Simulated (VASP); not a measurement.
Runs of VASP 6.6.1 on HfTe4. The structure is that of space group Pm-3m (No. 221), or close to it. The cells are those of the table. 

```tsv
task	cell	k mesh	gap on the mesh (eV)	pressure (GPa)	relaxed volume (Å³/atom)
single point	a = 5.283 Å, 5 atoms	4 × 4 × 4	none	12.7	-
single point	a = 5.633 Å, 5 atoms	8 × 8 × 8	none	0.0	-
relaxation of cell and atoms	relaxed from a = 5.283 Å, 5 atoms	4 × 4 × 4	none	0.0	(a)
relaxation of cell and atoms	relaxed from a = 5.637 Å, 5 atoms	8 × 8 × 8	-	0.0	35.71
single point	a = 5.637 Å, 5 atoms	4 × 4 × 4	none	0.0	-
```

Alike in all rows: level PBE; potentials or basis VASP PAW PBE potentials, release 64 (Hf_pv, Te); no spin polarisation; cutoff (eV) 500; smearing gaussian 0.1 eV.

Problem. Estimate the missing entries.

Solution. (a) 35.78.

Caveats: spin-orbit coupling is left out, which moves the levels of the heavy elements; the volume moved by over 15 % at a fixed basis, so the end points are rough (some runs); the bands computed are all filled at some k points, so no gap is given (some runs).

A k mesh can miss the band edges, and the runs leave out spin-orbit coupling on Hf, Te.

A gap of «none» marks levels without a gap at the run's occupations.
